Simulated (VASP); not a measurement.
Set up this calculation in VASP 6.6.1, as the native input.

| Item | Value |
| --- | --- |
| Task | single point |
| Functional | PBE |
| Potentials or basis | VASP PAW PBE potentials, release 64 (Be, B, P) |
| Cutoff | 520 eV |
| k mesh | 4 × 4 × 4 |
| Occupations | gaussian, width 0.1 eV |
| Spin | no spin polarisation |
| Dipole correction | no |
| Further INCAR settings | ALGO = Normal; EDIFF = 1e-06; NBANDS = 20 |

The structure of BeB3P2 lies in POSCAR:

```
BeB3P2
1.0
    3.1109225904      1.7960919950      2.3998541427
   -3.1109225904      1.7960919950      2.3998541427
    0.0000000000     -3.5921839899      2.3998541427
Be B P
1 3 2
Direct
    0.5000000000      0.5000000000      0.5000000000
    0.0000000000      0.5000000000      0.0000000000
    0.5000000000      0.0000000000      0.0000000000
    0.0000000000      0.0000000000      0.5000000000
    0.7839449359      0.7839449359      0.7839449359
    0.2160550641      0.2160550641      0.2160550641
```

These files were run (other wordings do the same):

INCAR

```
PREC     = Accurate       # precision mode
ENCUT    = 520            # plane-wave cutoff, eV
EDIFF    = 1E-6           # SCF threshold, eV
ISMEAR   = 0              # smearing method
SIGMA    = 0.1            # smearing width, eV
LREAL    = False          # projectors in reciprocal space
LASPH    = True           # aspherical terms in the spheres
NELM     = 60             # most SCF steps
ALGO     = Normal         # electronic algorithm
ISIF     = 2              # what is computed and relaxed
LWAVE    = False          # write WAVECAR
LCHARG   = False          # write CHGCAR
GGA      = PE             # functional
NBANDS   = 20             # bands
```

KPOINTS

```
regular mesh
0
Gamma
  4 4 4
```

Potentials or basis: VASP PAW PBE potentials, release 64 (Be, B, P).

Command:

```sh
$ cat potpaw_PBE.64/Be/POTCAR potpaw_PBE.64/B/POTCAR potpaw_PBE.64/P/POTCAR > POTCAR
$ mpirun -np 1 vasp_std > vasp.out
```

Results of the run:

```
Pressure      : -0.3 GPa
Largest force : 0.031 eV/Å
```

Caveat: the k points lie up to 0.36 Å⁻¹ apart.

It took 22 s on 1 thread of Intel(R) Xeon(R) Platinum 8259CL CPU @ 2.50GHz (Skylake/Cascade Lake), with other jobs on the host, peak memory 0.18 GiB.
